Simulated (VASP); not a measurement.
# LiCl (P6_3mc) in VASP: notebook

LiCl is run at these levels: PBE, r2SCAN; tasks: single point.

Everything below comes from runs of VASP 6.6.1. Logs are shortened: lines on timing, memory, paths and dates and some standing lists are left out, and cuts for length are marked.

## 1. The cell of the first run

The structure is hexagonal, space group P6_3mc (No. 186). The conventional cell has a = 4.078 Å, b = 4.078 Å, c = 6.519 Å, α = 90.00°, β = 90.00°, γ = 120.00°. Within 3.3 Å of Li (site symmetry 3m) lie 4 Cl at 2.48 to 2.49 Å. Within 3.3 Å of Cl (site symmetry 3m) lie 4 Li at 2.48 to 2.49 Å.

## 2. Single point, PBE (strain +4.7%)

File INCAR:

```
SYSTEM = LiCl
ALGO     = Normal         ! electronic algorithm
EDIFF    = 1E-7           ! SCF threshold, eV
ENCUT    = 520            ! plane-wave cutoff, eV
GGA      = PE             ! functional
ISIF     = 2              ! what is computed and relaxed
ISMEAR   = -1             ! smearing method
LASPH    = .True.         ! aspherical terms in the spheres
LCHARG   = .True.         ! write CHGCAR
LELF     = .True.         ! ELF
LREAL    = .False.        ! projectors in reciprocal space
LVHAR    = .True.       
LWAVE    = .False.        ! write WAVECAR
NBANDS   = 18             ! bands
NELM     = 60             ! most SCF steps
PREC     = Accurate       ! precision mode
SIGMA    = 0.02           ! smearing width, eV
```

File KPOINTS:

```
k-points
0
Gamma
  12 12 4
  0 0 0
```

File POSCAR:

```
LiCl
1.0
    4.0783789913      0.0000000000      0.0000000000
   -2.0391894957      3.5319798127      0.0000000000
    0.0000000000      0.0000000000      6.5188742571
Li Cl
2 2
Direct
    0.3333333333      0.6666666667     -0.0031270717
    0.6666666667      0.3333333333      0.4968729283
    0.3333333333      0.6666666667      0.3781270717
    0.6666666667      0.3333333333      0.8781270717
```

Potentials or basis: VASP PAW PBE potentials, release 64 (Li_sv, Cl).

Run with:

```console
cat potpaw_PBE.64/Li_sv/POTCAR potpaw_PBE.64/Cl/POTCAR > POTCAR
mpirun -np 1 vasp_std > vasp.out
```

OUTCAR:

```text
SYSTEM = LiCl
   EDIFF = 1E-7
   ENCUT = 520
   GGA = PE
   ISIF = 2
   ISMEAR = -1
   LASPH = .True.
   LREAL = .False.
   NELM = 60
   PREC = Accurate

 ion  position               nearest neighbor table
   1  0.333  0.667  0.997-   4 2.48   4 2.48   4 2.48   3 2.49
   2  0.667  0.333  0.497-   3 2.48   3 2.48   3 2.48   4 2.49
   3  0.333  0.667  0.378-   2 2.48   2 2.48   2 2.48   1 2.49
   4  0.667  0.333  0.878-   1 2.48   1 2.48   1 2.48   2 2.49

  LATTYP: Found a hexagonal cell.
 ALAT       =     4.0783789913
 C/A-ratio  =     1.5983983517

  Lattice vectors:

 A1 = (   4.0783789913,   0.0000000000,   0.0000000000)
 A2 = (  -2.0391894957,   3.5319798127,   0.0000000000)
 A3 = (   0.0000000000,   0.0000000000,   6.5188742571)

Analysis of symmetry for initial positions (statically):
=====================================================================
 Subroutine PRICEL returns:
 Original cell was already a primitive cell.

 Routine SETGRP: Setting up the symmetry group for a
 hexagonal supercell.

 Subroutine GETGRP returns: Found 12 space group operations
 (whereof  6 operations were pure point group operations)
 out of a pool of 24 trial point group operations.

The static configuration has the point symmetry C_3v.
 The point group associated with its full space group is C_6v.

Analysis of symmetry for dynamics (positions and initial velocities):
=====================================================================
 Subroutine PRICEL returns:
 Original cell was already a primitive cell.

 Routine SETGRP: Setting up the symmetry group for a
 hexagonal supercell.

 Subroutine GETGRP returns: Found 12 space group operations
 (whereof  6 operations were pure point group operations)
 out of a pool of 24 trial point group operations.

The dynamic configuration has the point symmetry C_3v.
 The point group associated with its full space group is C_6v.

 Subroutine INISYM returns: Found 12 space group operations
 (whereof  6 operations are pure point group operations),
 and found     1 'primitive' translations

----------------------------------------------------------------------------------------

                                     Primitive cell

  volume of cell :      93.9028

  direct lattice vectors                    reciprocal lattice vectors
     4.078378991  0.000000000  0.000000000     0.245195457  0.141563663  0.000000000
    -2.039189496  3.531979813  0.000000000     0.000000000  0.283127326  0.000000000
     0.000000000  0.000000000  6.518874257     0.000000000  0.000000000  0.153400719

  length of vectors
     4.078378991  4.078378991  6.518874257     0.283127326  0.283127326  0.153400719

  position of ions in fractional coordinates (direct lattice)
     0.333333333  0.666666667  0.996872928
     0.666666667  0.333333333  0.496872928
     0.333333333  0.666666667  0.378127072
     0.666666667  0.333333333  0.878127072

  ion indices of the primitive-cell ions
   primitive index   ion index
                 1           1
                 2           2
                 3           3
                 4           4

----------------------------------------------------------------------------------------

 KPOINTS: k-points

Automatic generation of k-mesh.
 Grid dimensions read from file:
 generate k-points for:   12   12    4

 Generating k-lattice:

  Cartesian coordinates                     Fractional coordinates (reciprocal lattice)
     0.020432955  0.011796972  0.000000000     0.083333333  0.000000000  0.000000000
     0.000000000  0.023593944  0.000000000     0.000000000  0.083333333  0.000000000
     0.000000000  0.000000000  0.038350180     0.000000000  0.000000000  0.250000000

  Length of vectors
     0.023593944  0.023593944  0.038350180

  Shift w.r.t. Gamma in fractional coordinates (k-lattice)
     0.000000000  0.000000000  0.000000000

 Subroutine IBZKPT returns following result:
 ===========================================

 Found     57 irreducible k-points:

 Following reciprocal coordinates:
            Coordinates               Weight
  0.000000  0.000000  0.000000      1.000000
  0.083333 -0.000000  0.000000      6.000000
  0.166667 -0.000000  0.000000      6.000000
  0.250000  0.000000  0.000000      6.000000
  0.333333  0.000000  0.000000      6.000000
  0.416667 -0.000000  0.000000      6.000000
[... 16 lines left out ...]
  0.250000  0.000000  0.250000     12.000000
  0.333333  0.000000  0.250000     12.000000
 [... further k-points ...]
   k-points           NKPTS =     57   k-points in BZ     NKDIM =     57   number of bands    NBANDS=     18
   number of dos      NEDOS =    301   number of ions     NIONS =      4
   total plane-waves  NPLWV =  43200
   dimension x,y,z NGX =    30 NGY =   30 NGZ =   48
   dimension x,y,z NGXF=    60 NGYF=   60 NGZF=   96
   ions per type =               2   2
   NGX,Y,Z   is equivalent  to a cutoff of  12.23, 12.23, 12.24 a.u.
   NGXF,Y,Z  is equivalent  to a cutoff of  24.46, 24.46, 24.48 a.u.
 SYSTEM =  LiCl
   PREC   = accura    normal or accurate (medium, high low for compatibility)
   ISTART =      0    job   : 0-new  1-cont  2-samecut
   ICHARG =      2    charge: 1-file 2-atom 10-const
   ISPIN  =      1    spin polarized calculation?
   LNONCOLLINEAR =      F non collinear calculations
   LSORBIT =      F    spin-orbit coupling
   LASPH  =      T    aspherical Exc in radial PAW
   ENCUT  =  520.0 eV  38.22 Ry    6.18 a.u.   7.58  7.58 12.12*2*pi/ulx,y,z
   NELM   =     60;   NELMIN=  2; NELMDL= -5     # of ELM steps
   EDIFF  = 0.1E-06   stopping-criterion for ELM
   LREAL  =      F    real-space projection
   EDIFFG = 0.1E-05   stopping-criterion for IOM
   NSW    =      0    number of steps for IOM
   IBRION =     -1    ionic relax: 0-MD 1-quasi-New 2-CG
   NFREE  =      0    steps in history (QN), initial steepest desc. (CG)
   ISIF   =      2    stress and relaxation
   ISYM   =      2    0-nonsym 1-usesym 2-fastsym
   POTIM  = 0.5000    time-step for ionic-motion
   TEBEG  =    0.0;   TEEND  =   0.0 temperature during run
   PSTRESS=    0.0 pullay stress
   NELECT =      20.0000    total number of electrons
   NUPDOWN=      -1.0000    fix difference up-down
   EMIN   =  10.00;   EMAX   =-10.00  energy-range for DOS
   EFERMI =   0.00;   METHOD = LEGACY
   ISMEAR =    -1;   SIGMA  =   0.02  broadening in eV -4-tet -1-fermi 0-gaus
   EFERMI_NEDOS =   21; number of points for ismear=-14 and -15
   IALGO  =     38    algorithm
   IMIX   =      4    mixing-type and parameters
     AMIX     =   0.40;   BMIX     =  1.00
     AMIX_MAG =   1.60;   BMIX_MAG =  1.00
  volume/ion in A,a.u.               =      23.48       158.42
  Fermi-wavevector in a.u.,A,eV,Ry     =   0.977669  1.847527 13.004959  0.955837
  Thomas-Fermi vector in A             =   2.108385
   LORBIT       =      0    0 simple, 1 ext, 2 COOP (PROOUT), +10 PAW based schemes
   GGA     = PE    functional components
   LHFCALC =     F    Hartree Fock is set to
   AEXX    =    0.0000 exact exchange contribution
   IVDW    =     0    specifies the selected vdW correction
   LEPSILON=     F    determine dielectric tensor
   LRPA    =     F    only Hartree local field effects (RPA)
 non-spin polarized calculation
  energy-cutoff  :      520.00
  volume of cell :       93.90
 maximum number of plane-waves:      2556
   NGX = 15   NGY = 15   NGZ = 25

 number of electron      20.0000001 magnetization

 Free energy of the ion-electron system (eV)
  ---------------------------------------------------
  ext. energy  EPLUGINS =         0.00000000
  ---------------------------------------------------
  free energy    TOTEN  =       -14.79955608 eV

  energy without entropy =      -14.79955608  energy(sigma->0) =      -14.79955608

 E-fermi :  -1.3092     XC(G=0):  -7.1825

 val. band max:       -1.8323547453   @ k =   0.0000   0.0000   0.0000
 cond. band min:       3.7482905391   @ k =   0.0000   0.0000   0.0000
 fundamental gap:      5.5806452844
 Fermi energy:        -1.3091924965

 k-point     1 :       0.0000    0.0000    0.0000
  band No.  band energies     occupation
      1     -45.0774      2.00000
      2     -45.0766      2.00000
      3     -14.3436      2.00000
      4     -14.1177      2.00000
      5      -3.5293      2.00000
      6      -2.1656      2.00000
[... 10 lines left out ...]
     17       8.7788      0.00000
     18       8.7788      0.00000

 k-point     2 :       0.0833   -0.0000    0.0000
  band No.  band energies     occupation
      1     -45.0773      2.00000
      2     -45.0766      2.00000
      3     -14.3323      2.00000
      4     -14.1130      2.00000
      5      -3.4979      2.00000
      6      -2.2503      2.00000
[... 10 lines left out ...]
     17       8.8396      0.00000
     18       8.8958      0.00000

 k-point     3 :       0.1667   -0.0000    0.0000
  band No.  band energies     occupation
      1     -45.0772      2.00000
      2     -45.0765      2.00000
      3     -14.3005      2.00000
      4     -14.1004      2.00000
      5      -3.4074      2.00000
      6      -2.4792      2.00000
[... 10 lines left out ...]
     17       8.9153      0.00000
     18       9.2151      0.00000

 k-point     4 :       0.2500    0.0000    0.0000
  band No.  band energies     occupation
      1     -45.0771      2.00000
      2     -45.0764      2.00000
      3     -14.2545      2.00000
      4     -14.0850      2.00000
      5      -3.2731      2.00000
      6      -2.7772      2.00000
[... 375 lines left out ...]
      4     -14.1310      2.00000
      5      -3.2426      2.00000
      6      -2.4553      2.00000
[... 10 lines left out ...]
     17       8.9325      0.00000
     18       8.9581      0.00000

 k-point    23 :       0.2500    0.0000    0.2500
  band No.  band energies     occupation
      1     -45.0770      2.00000
      2     -45.0765      2.00000
      3     -14.2306      2.00000
      4     -14.1108      2.00000
      5      -3.1907      2.00000
      6      -2.7385      2.00000
[... 10 lines left out ...]
     17       9.1167      0.00000
     18       9.4154      0.00000

 k-point    24 :       0.3333    0.0000    0.2500
  band No.  band energies     occupation
      1     -45.0768      2.00000
      2     -45.0765      2.00000
      3     -14.1853      2.00000
      4     -14.0930      2.00000
      5      -3.2395      2.00000
      6      -2.9611      2.00000
[... 10 lines left out ...]
     17       9.2868      0.00000
     18       9.9337      0.00000

 [... further k-points ...]

------------------------ aborting loop because EDIFF is reached ----------------------------------------

  FORCE on cell =-STRESS in cart. coord.  units (eV):
  Direction    XX          YY          ZZ          XY          YZ          ZX
  --------------------------------------------------------------------------------------
  -------------------------------------------------------------------------------------
  Total       -1.3071923     -1.3071923     -1.2762142      0.0000000      0.0000000      0.0000000
  in kB      -22.3034313    -22.3034313    -21.7748798      0.0000000      0.0000000      0.0000000
  external PRESSURE =     -22.1272474 kB  Pullay stress =       0.0000000 kB

 VOLUME and BASIS-vectors are now :
 -----------------------------------------------------------------------------
  energy-cutoff  :      520.00
  volume of cell :       93.90
      direct lattice vectors                 reciprocal lattice vectors
     4.078378991  0.000000000  0.000000000     0.245195457  0.141563663  0.000000000
    -2.039189496  3.531979813  0.000000000     0.000000000  0.283127326  0.000000000
     0.000000000  0.000000000  6.518874257     0.000000000  0.000000000  0.153400719

 POSITION                                       TOTAL-FORCE (eV/Angst)
 -----------------------------------------------------------------------------------
     -0.00000      2.35465      6.49849        -0.000000      0.000000      0.005073
      2.03919      1.17733      3.23905         0.000000     -0.000000      0.005073
     -0.00000      2.35465      2.46496        -0.000000      0.000000     -0.005073
      2.03919      1.17733      5.72440         0.000000     -0.000000     -0.005073
 -----------------------------------------------------------------------------------
    total drift:                               -0.000000      0.000000      0.000514

  FREE ENERGIE OF THE ION-ELECTRON SYSTEM (eV)
  ---------------------------------------------------
  free  energy   TOTEN  =       -14.7995560752 eV

  energy  without entropy=      -14.7995560752  energy(sigma->0) =      -14.79955608
```

It took 48 s on 1 thread of AMD EPYC 7R13 (Zen 3), shared host; peak memory 0.2 GiB.

What came out:

```
Free energy            : -14.7996 eV
Largest force          : 0.005 eV/Å
Band gap on the k mesh : 5.58 eV
```

Forces on the atoms (eV/Å):
```
Li   0.000  0.000  0.005
Li   0.000  0.000  0.005
Cl   0.000  0.000 -0.005
Cl   0.000  0.000 -0.005
```

Caveat: the cell differs from its parent crystal (strain +4.7%); the cutoff is under 1.25 times the usual one of these potentials, so pressure, stress and relaxed cells hold a basis-set (Pulay) error.

## 3. Single point, r2SCAN (strain +4.7%)

POSCAR is that of step 2.

File INCAR.step1:

```
ALGO = Normal
EDIFF = 1E-4
ENCUT = 520
GGA = PE
ISMEAR = 0
LASPH = True
LCHARG = False
LREAL = False
LWAVE = True
NBANDS = 18
NELM = 80
PREC = Accurate
SIGMA = 0.01
```

File INCAR.step2:

```
ALGO = Normal
EDIFF = 1E-7
ENCUT = 520
ISIF = 2
ISMEAR = 0
ISTART = 1
LASPH = True
LCHARG = True
LELF = True
LMIXTAU = True
LREAL = False
LVHAR = True
LWAVE = False
METAGGA = R2SCAN
NBANDS = 18
NELM = 80
PREC = Accurate
SIGMA = 0.01
```

File KPOINTS:

```
k-points
0
Gamma
  12 12 4
```

Potentials or basis: VASP PAW PBE potentials, release 64 (Li_sv, Cl).

Run with:

```console
cat potpaw_PBE.64/Li_sv/POTCAR potpaw_PBE.64/Cl/POTCAR > POTCAR
cp INCAR.step1 INCAR
mpirun -np 1 vasp_std > vasp.out
cp INCAR.step2 INCAR
mpirun -np 1 vasp_std > vasp.out
```

OUTCAR:

```text
EDIFF = 1E-7
   ENCUT = 520
   ISIF = 2
   ISMEAR = 0
   ISTART = 1
   LASPH = True
   LREAL = False
   METAGGA = R2SCAN
   NELM = 80
   PREC = Accurate

 ion  position               nearest neighbor table
   1  0.333  0.667  0.997-   4 2.48   4 2.48   4 2.48   3 2.49
   2  0.667  0.333  0.497-   3 2.48   3 2.48   3 2.48   4 2.49
   3  0.333  0.667  0.378-   2 2.48   2 2.48   2 2.48   1 2.49
   4  0.667  0.333  0.878-   1 2.48   1 2.48   1 2.48   2 2.49

  LATTYP: Found a hexagonal cell.
[... 703 lines left out ...]

  FORCE on cell =-STRESS in cart. coord.  units (eV):
  Direction    XX          YY          ZZ          XY          YZ          ZX
  --------------------------------------------------------------------------------------
  -------------------------------------------------------------------------------------
  Total       -1.8197020     -1.8197020     -1.7910734      0.0000000     -0.0000000      0.0000000
  in kB      -31.0479158    -31.0479158    -30.5594520      0.0000000     -0.0000000      0.0000000
  external PRESSURE =     -30.8850945 kB  Pullay stress =       0.0000000 kB

 VOLUME and BASIS-vectors are now :
 -----------------------------------------------------------------------------
  energy-cutoff  :      520.00
  volume of cell :       93.90
      direct lattice vectors                 reciprocal lattice vectors
     4.078378991  0.000000000  0.000000000     0.245195457  0.141563663  0.000000000
    -2.039189496  3.531979813  0.000000000     0.000000000  0.283127326  0.000000000
     0.000000000  0.000000000  6.518874257     0.000000000  0.000000000  0.153400719

 POSITION                                       TOTAL-FORCE (eV/Angst)
 -----------------------------------------------------------------------------------
     -0.00000      2.35465      6.49849        -0.000000      0.000000     -0.005328
      2.03919      1.17733      3.23905        -0.000000     -0.000000     -0.005328
     -0.00000      2.35465      2.46496         0.000000      0.000000      0.005328
      2.03919      1.17733      5.72440        -0.000000      0.000000      0.005328
 -----------------------------------------------------------------------------------
    total drift:                               -0.000000      0.000000     -0.053951

  FREE ENERGIE OF THE ION-ELECTRON SYSTEM (eV)
  ---------------------------------------------------
  free  energy   TOTEN  =       -25.0407602049 eV

  energy  without entropy=      -25.0407602049  energy(sigma->0) =      -25.04076020
```

Wall time 4.7 min (1 thread of AMD EPYC 7R13 (Zen 3), shared host); peak memory 0.22 GiB.

What came out:

```
Free energy            : -25.0408 eV
Largest force          : 0.005 eV/Å
Band gap on the k mesh : 6.26 eV
```

Forces on the atoms (eV/Å):
```
Li   0.000  0.000 -0.005
Li   0.000  0.000 -0.005
Cl   0.000  0.000  0.005
Cl   0.000  0.000  0.005
```

Caveat: the cell differs from its parent crystal (strain +4.7%); the cutoff is under 1.25 times the usual one of these potentials, so pressure, stress and relaxed cells hold a basis-set (Pulay) error; the PAW data sets were made with another functional, which shifts forces and pressure a little.
